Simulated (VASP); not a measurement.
# Si16O (a cell with a defect) in VASP: single point with PBEsol

Aim: the single point of Si16O (a cell with a defect) with PBEsol.

Everything below comes from runs of VASP 6.6.1. Logs are shortened: lines on timing, memory, paths and dates and some standing lists are left out, and cuts for length are marked.

## 1. The cell of the first run

The cell holds a defect, 17 atoms: a = 7.679 Å, b = 7.679 Å, c = 7.679 Å, α = 60.00°, β = 60.00°, γ = 60.00°.

## 2. Single point, PBEsol, collinear spin, ferromagnetic start

INCAR reads:

```
SYSTEM = Si16O
ALGO = Normal ; EDIFF = 1E-6
ENCUT = 520 ; GGA = PS
ISIF = 2 ; ISMEAR = -1
ISPIN = 2 ; LASPH = .True.
LCHARG = .False. ; LORBIT = 11
LREAL = Auto ; LWAVE = .False.
MAGMOM = 0 0 0 0 0 0 0 0 0 0 0 0 0 0 0 0 1 ; NBANDS = 53
NELM = 150 ; PREC = Accurate
SIGMA = 0.05
```

KPOINTS reads:

```
k-points
0
Gamma
  2 2 2
  0 0 0
```

POSCAR reads:

```
Si16O
1.0
    0.0000000000      5.4300000000      5.4300000000
    5.4300000000      0.0000000000      5.4300000000
    5.4300000000      5.4300000000      0.0000000000
Si O
16 1
Direct
   -0.0156445672     -0.0586095764      0.0381860037
    0.1395488029      0.0468600368      0.1331952118
   -0.0071546961     -0.0476887661      0.5099171271
    0.0731952118      0.0840239411      0.6601381215
   -0.0604419890      0.4093370166      0.0634069982
    0.0455248619      0.5745856354      0.1571639042
   -0.0716666667      0.5381491713      0.5129742173
    0.0993738490      0.5852854512      0.6800000000
    0.5123664825     -0.0559208103     -0.0038766114
    0.6113351750      0.0718139963      0.1673756906
    0.4274493554      0.0312799263      0.5197513812
    0.6268600368      0.1138397790      0.6165101289
    0.4177440147      0.4586648250      0.0453867403
    0.5695395948      0.5830939227      0.1630386740
    0.4513904236      0.5258655617      0.5186279926
    0.5847421731      0.6546869245      0.6600092081
    0.9102762431      0.3147513812      0.7105893186
```

Potentials or basis: VASP PAW PBE potentials, release 64 (Si, O).

Launch:

```bash
$ cat potpaw_PBE.64/Si/POTCAR potpaw_PBE.64/O/POTCAR > POTCAR
$ mpirun -np 1 vasp_std > vasp.out
```

OUTCAR:

```text
SYSTEM = Si16O
   EDIFF = 1E-6
   ENCUT = 520
   GGA = PS
   ISIF = 2
   ISMEAR = -1
   ISPIN = 2
   LASPH = .True.
   LORBIT = 11
   LREAL = Auto
   NELM = 150
   PREC = Accurate

 ion  position               nearest neighbor table
   1  0.984  0.941  0.038-   2 2.24  10 2.34   6 2.35   4 2.38
   2  0.140  0.047  0.133-   1 2.24   5 2.33   9 2.34   3 2.37
   3  0.993  0.952  0.510-   4 2.29  12 2.31   8 2.32   2 2.37
   4  0.073  0.084  0.660-  17 1.69  11 2.26   3 2.29   1 2.38   7 2.85
   5  0.940  0.409  0.063-   6 2.31   2 2.33  14 2.34   8 2.46
   6  0.046  0.575  0.157-   5 2.31   7 2.32  13 2.34   1 2.35
   7  0.928  0.538  0.513-  17 1.64  16 2.17   6 2.32   8 2.48   4 2.85
   8  0.099  0.585  0.680-  15 2.24   3 2.32   5 2.46   7 2.48
   9  0.512  0.944  0.996-  14 2.30   2 2.34  12 2.40  10 2.51
  10  0.611  0.072  0.167-  11 2.28   1 2.34  13 2.47   9 2.51
  11  0.427  0.031  0.520-   4 2.26  10 2.28  16 2.38  12 2.42
  12  0.627  0.114  0.617-   3 2.31   9 2.40  11 2.42  15 2.60
  13  0.418  0.459  0.045-   6 2.34  10 2.47  14 2.47  16 2.52
  14  0.570  0.583  0.163-  15 2.28   9 2.30   5 2.34  13 2.47
  15  0.451  0.526  0.519-   8 2.24  14 2.28  16 2.53  12 2.60
  16  0.585  0.655  0.660-   7 2.17  11 2.38  13 2.52  15 2.53
  17  0.910  0.315  0.711-   7 1.64   4 1.69

  LATTYP: Found a face centered cubic cell.
 ALAT       =    10.8600000000

  Lattice vectors:

 A1 = (   0.0000000000,   5.4300000000,   5.4300000000)
 A2 = (   5.4300000000,   0.0000000000,   5.4300000000)
 A3 = (   5.4300000000,   5.4300000000,   0.0000000000)

Analysis of symmetry for initial positions (statically):
=====================================================================
 Subroutine PRICEL returns:
 Original cell was already a primitive cell.

 Routine SETGRP: Setting up the symmetry group for a
 face centered cubic supercell.

 Subroutine GETGRP returns: Found  1 space group operations
 (whereof  1 operations were pure point group operations)
 out of a pool of 48 trial point group operations.

The static configuration has the point symmetry C_1 .

Analysis of symmetry for dynamics (positions and initial velocities):
=====================================================================
 Subroutine PRICEL returns:
 Original cell was already a primitive cell.

 Routine SETGRP: Setting up the symmetry group for a
 face centered cubic supercell.

 Subroutine GETGRP returns: Found  1 space group operations
 (whereof  1 operations were pure point group operations)
 out of a pool of 48 trial point group operations.

The dynamic configuration has the point symmetry C_1 .

Analysis of structural, dynamic, and magnetic symmetry:
=====================================================================
 Subroutine PRICEL returns:
 Original cell was already a primitive cell.

[... 169 lines left out ...]

 E-fermi :   6.1222     XC(G=0):  -9.7177

 val. band max:        6.1054615214   @ k =   0.0000   0.0000   0.0000
 cond. band min:       6.1372224020   @ k =   0.0000   0.0000   0.0000
 fundamental gap:      0.0317608806
 Fermi energy:         6.1221986418

 spin component 1

 k-point     1 :       0.0000    0.0000    0.0000
  band No.  band energies     occupation
      1     -14.7869      1.00000
      2      -5.9069      1.00000
      3      -4.6014      1.00000
      4      -3.7658      1.00000
      5      -3.6852      1.00000
      6      -3.3663      1.00000
[... 389 lines left out ...]
     46       9.9852      0.00000
     47      10.1327      0.00000
 Fermi energy:         6.1221986418

 spin component 2

 k-point     1 :       0.0000    0.0000    0.0000
  band No.  band energies     occupation
      1     -14.7870      1.00000
      2      -5.9069      1.00000
      3      -4.6014      1.00000
      4      -3.7658      1.00000
      5      -3.6852      1.00000
      6      -3.3663      1.00000
[... 389 lines left out ...]
     46       9.9852      0.00000
     47      10.1326      0.00000
 [bands above 47 left out]

------------------------ aborting loop because EDIFF is reached ----------------------------------------

  FORCE on cell =-STRESS in cart. coord.  units (eV):
  Direction    XX          YY          ZZ          XY          YZ          ZX
  --------------------------------------------------------------------------------------
  -------------------------------------------------------------------------------------
  Total        3.3297985      3.7886754      5.0705198     -5.2746450      0.3759764     -1.2082936
  in kB       16.6609230     18.9569511     25.3707659    -26.3921236      1.8812291     -6.0457971
  external PRESSURE =      20.3295467 kB  Pullay stress =       0.0000000 kB

 VOLUME and BASIS-vectors are now :
 -----------------------------------------------------------------------------
  energy-cutoff  :      520.00
  volume of cell :      320.21
      direct lattice vectors                 reciprocal lattice vectors
     0.000000000  5.430000000  5.430000000    -0.092081031  0.092081031  0.092081031
     5.430000000  0.000000000  5.430000000     0.092081031 -0.092081031  0.092081031
     5.430000000  5.430000000  0.000000000     0.092081031  0.092081031 -0.092081031

 POSITION                                       TOTAL-FORCE (eV/Angst)
 -----------------------------------------------------------------------------------
      5.31910      5.55240     10.45680        -1.057356     -0.789020     -1.097380
      0.97770      1.48100      1.01220         0.773732      0.762732      0.306851
      7.93990      8.16000     10.56220        -0.111315     -0.178687      0.031174
      4.04080      3.98200      0.85370         0.866299      0.771726     -0.569456
      2.56700      5.44610      7.32450        -0.371899     -0.775681      0.944653
      3.97340      1.10060      3.36720         0.158492      0.949084      0.377155
[... 9 lines left out ...]
      7.13880      6.75900      6.73010         1.570623     -2.413887     -2.349030
      5.56760      8.80130      6.65190        -1.279776      0.578810     -1.381179
 -----------------------------------------------------------------------------------
    total drift:                               -0.005337      0.000998      0.002881

  FREE ENERGIE OF THE ION-ELECTRON SYSTEM (eV)
  ---------------------------------------------------
  free  energy   TOTEN  =       -95.9968423426 eV

  energy  without entropy=      -95.9785476341  energy(sigma->0) =      -95.98769499

 total charge

# of ion       s       p       d       tot
------------------------------------------
    1        0.755   0.954   0.000   1.709
    2        0.746   0.966   0.000   1.712
    3        0.749   0.961   0.000   1.710
    4        0.743   0.937   0.000   1.680
    5        0.752   0.924   0.000   1.676
    6        0.750   0.959   0.000   1.709
[... 9 lines left out ...]
   16        0.774   0.904   0.000   1.678
   17        1.580   3.571   0.000   5.151
--------------------------------------------------
tot         13.625  18.451   0.000  32.077

 magnetization (x)

# of ion       s       p       d       tot
------------------------------------------
    1       -0.000  -0.000   0.000  -0.000
    2       -0.000   0.000   0.000   0.000
    3        0.000   0.000   0.000   0.000
    4       -0.000  -0.000   0.000  -0.000
    5       -0.000  -0.000   0.000  -0.000
    6        0.000   0.000   0.000   0.000
[... 9 lines left out ...]
   16       -0.000  -0.000   0.000  -0.000
   17       -0.000  -0.000   0.000  -0.000
--------------------------------------------------
tot         -0.000  -0.000   0.000  -0.000
```

OSZICAR:

```text
N       E                     dE             d eps       ncg     rms          rms(c)
DAV:   1     0.185165120925E+03    0.18517E+03   -0.26925E+04  1696   0.109E+03
DAV:   2    -0.792089278146E+02   -0.26437E+03   -0.24881E+03  2090   0.176E+02
DAV:   3    -0.986276062754E+02   -0.19419E+02   -0.19145E+02  2152   0.444E+01
DAV:   4    -0.989872855738E+02   -0.35968E+00   -0.35860E+00  2160   0.719E+00
DAV:   5    -0.989942133898E+02   -0.69278E-02   -0.69233E-02  2102   0.969E-01    0.175E+01
DAV:   6    -0.963218716546E+02    0.26723E+01   -0.67592E+00  2416   0.134E+01    0.993E+00
DAV:   7    -0.961118567988E+02    0.21001E+00   -0.32806E+00  1870   0.574E+00    0.443E+00
DAV:   8    -0.960066979014E+02    0.10516E+00   -0.64286E-01  2376   0.400E+00    0.209E+00
DAV:   9    -0.960009037451E+02    0.57942E-02   -0.15605E-01  1934   0.161E+00    0.841E-01
DAV:  10    -0.959953069069E+02    0.55968E-02   -0.81790E-02  2040   0.121E+00    0.337E-01
DAV:  11    -0.959971013533E+02   -0.17944E-02   -0.17043E-02  1902   0.463E-01    0.267E-01
DAV:  12    -0.959968471122E+02    0.25424E-03   -0.99606E-04  2264   0.153E-01    0.135E-01
DAV:  13    -0.959968228133E+02    0.24299E-04   -0.12225E-03  1966   0.135E-01    0.416E-02
DAV:  14    -0.959968403668E+02   -0.17553E-04   -0.69527E-05  2008   0.370E-02    0.142E-02
DAV:  15    -0.959968418754E+02   -0.15086E-05   -0.78186E-06  2190   0.127E-02    0.594E-03
DAV:  16    -0.959968423426E+02   -0.46717E-06   -0.13165E-06  1208   0.534E-03
   1 F= -.95996842E+02 E0= -.95987695E+02  d E =-.182947E-01  mag=    -0.0000
```

stdout:

```text
POSCAR found type information on POSCAR SiO
 POSCAR found :  2 types and      17 ions
 scaLAPACK will be used
 -----------------------------------------------------------------------------
|                                                                             |
|                                                                             |
|     You enforced a specific xc type in the INCAR file but a different       |
|     I HOPE YOU KNOW WHAT YOU ARE DOING!                                     |
|                                                                             |
 -----------------------------------------------------------------------------

 LDA part: xc-table for (Slater+PW92), standard interpolation
 POSCAR, INCAR and KPOINTS ok, starting setup
 FFT: planning ... GRIDC
 FFT: planning ... GRID_SOFT
 FFT: planning ... GRID
 WAVECAR not read
 entering main loop
```

It took 13 min on 1 thread of Oxide Virtual Turin-like, shared host; peak memory 0.67 GiB.

What came out:

```
Free energy                                           : -95.9968 eV
Pressure                                              : 2.0 GPa
Largest force                                         : 3.716 eV/Å
Band gap on the k mesh                                : 0.03 eV
Net moment                                            : 0.00 μB per cell
Valence electrons inside the program's atomic spheres : Si 1.71, 1.68, 1.72, 1.69, 1.67, 1.66, 1.64, 1.62 (each value once); O 5.15
```

Forces on the atoms (eV/Å):
```
Si  -1.057 -0.789 -1.097
Si   0.774  0.763  0.307
Si  -0.111 -0.179  0.031
Si   0.866  0.772 -0.569
Si  -0.372 -0.776  0.945
Si   0.158  0.949  0.377
Si  -0.065  1.021  2.434
Si   0.158 -1.144 -0.971
Si   0.699  0.281  0.977
Si  -0.350 -2.016  0.175
Si  -0.171  1.431  0.533
Si   1.299 -1.175 -0.405
Si  -0.610  0.988  1.330
Si  -0.943 -0.836 -0.530
Si  -0.567  2.546  0.194
Si   1.571 -2.414 -2.349
O   -1.280  0.579 -1.381
```

Levels at points of the mesh, in eV from the valence-band top:
Spin up:
| k point | band 32 | band 33 | band 34 | band 35 | band 36 | band 37 | band 38 | band 39 |
| --- | --- | --- | --- | --- | --- | --- | --- | --- |
| (0.00, 0.00, 0.00) | -0.82 | -0.82 | -0.25 | 0.00 | 0.03 | 0.31 | 0.39 | 0.63 |
| (0.50, 0.00, 0.00) | -1.48 | -0.91 | -0.57 | -0.38 | 0.85 | 1.11 | 1.15 | 1.35 |
| (0.00, 0.50, 0.00) | -1.12 | -1.08 | -0.66 | -0.23 | 0.71 | 0.79 | 0.99 | 1.06 |
| (0.00, 0.00, 0.50) | -1.25 | -0.97 | -0.76 | -0.50 | 0.65 | 0.84 | 0.97 | 1.22 |
| (0.50, 0.50, 0.50) | -1.29 | -1.16 | -0.89 | -0.63 | 0.47 | 0.69 | 1.03 | 1.33 |
| (0.50, 0.50, 0.00) | -1.52 | -1.29 | -1.00 | -0.80 | 0.80 | 0.88 | 1.76 | 1.89 |
| (0.00, 0.50, 0.50) | -1.47 | -1.42 | -1.03 | -0.64 | 0.85 | 0.94 | 1.74 | 1.83 |
| (0.50, 0.00, 0.50) | -1.47 | -1.36 | -1.26 | -0.87 | 1.06 | 1.10 | 1.63 | 1.78 |
Spin down:
```
           k point  band 32  band 33  band 34  band 35  band 36  band 37  band 38  band 39
(0.00, 0.00, 0.00)    -0.82    -0.82    -0.25     0.00     0.03     0.31     0.39     0.63
(0.50, 0.00, 0.00)    -1.48    -0.91    -0.57    -0.38     0.85     1.11     1.15     1.35
(0.00, 0.50, 0.00)    -1.12    -1.08    -0.66    -0.23     0.71     0.79     0.99     1.06
(0.00, 0.00, 0.50)    -1.25    -0.97    -0.76    -0.50     0.65     0.84     0.97     1.22
(0.50, 0.50, 0.50)    -1.29    -1.16    -0.89    -0.63     0.47     0.69     1.03     1.33
(0.50, 0.50, 0.00)    -1.52    -1.29    -1.00    -0.80     0.80     0.88     1.76     1.89
(0.00, 0.50, 0.50)    -1.47    -1.42    -1.03    -0.64     0.85     0.94     1.74     1.83
(0.50, 0.00, 0.50)    -1.47    -1.36    -1.26    -0.87     1.06     1.10     1.63     1.78
```

Caveat: the k points lie up to 0.50 Å⁻¹ apart; the atoms stand as in a frame of molecular dynamics; semilocal functionals underestimate gaps, and a narrow one can read as zero; the PAW data sets were made with another functional, which shifts forces and pressure a little.
